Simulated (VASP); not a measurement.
The system is Hf.

```xyz
1
Lattice="0.0000 2.1900 2.1900 2.1900 0.0000 2.1900 2.1900 2.1900 0.0000" Properties=species:S:1:pos:R:3 pbc="T T T"
Hf    0.0000    0.0000    0.0000
```

Base run:

```yaml
Program: VASP 6.6.1
Functional: r2SCAN
Potentials_or_basis: VASP PAW PBE potentials, release 64 (Hf_pv)
Cutoff: 520 eV
k_mesh: 10 × 10 × 10
Occupations: fermi-dirac, width 0.05 eV
Spin: no spin polarisation
```

Its results: band gap on the k mesh zero (band 5 reaches 6.69 eV, above the bottom of band 6 at 4.67 eV); pressure 6.8 GPa.

Problem. The run is repeated on the same cell with these changes: functional from r2SCAN to PBEsol; further incar settings from ALGO = Normal; EDIFF = 1e-06; NBANDS = 11 to ALGO = Normal; EDIFF = 1e-07; NBANDS = 11. What comes out?

Solution. Band gap on the k mesh zero (band 5 reaches 6.44 eV, above the bottom of band 6 at 4.62 eV); pressure 2.6 GPa.

Caveats: the PAW data sets were made with another functional, which shifts forces and pressure a little; spin-orbit coupling is left out, which moves the levels of the heavy elements.
